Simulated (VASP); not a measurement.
Ag:

```
Ag
1.0
     0.00000    1.99966    1.99966
     1.99966    0.00000    1.99966
     1.99966    1.99966    0.00000
Ag
1
Cartesian
  0.0000 0.0000 0.0000
```

Base run:

- Program: VASP 6.6.1
- Functional: LDA
- Potentials or basis: VASP PAW LDA potentials, release 64 (Ag)
- Cutoff: 520 eV
- k mesh: 13 × 13 × 13
- Occupations: methfessel-paxton, width 0.03 eV
- Spin: no spin polarisation

Its results: pressure 0.0 GPa.

After a change of settings the same cell gave: pressure 1.4 GPa. Which change was it?
A. occupations from methfessel-paxton, width 0.03 eV to fermi-dirac, width 0.6 eV
B. occupations from methfessel-paxton, width 0.03 eV to gaussian, width 0.1 eV
C. k mesh from 13 × 13 × 13 to 11 × 11 × 11; occupations from methfessel-paxton, width 0.03 eV to fermi-dirac, width 0.1 eV
D. occupations from methfessel-paxton, width 0.03 eV to gaussian, width 0.6 eV; further incar settings from ALGO = Normal; EDIFF = 1e-06; NBANDS = 12 to ALGO = Normal; EDIFF = 1e-07; NBANDS = 12

A.
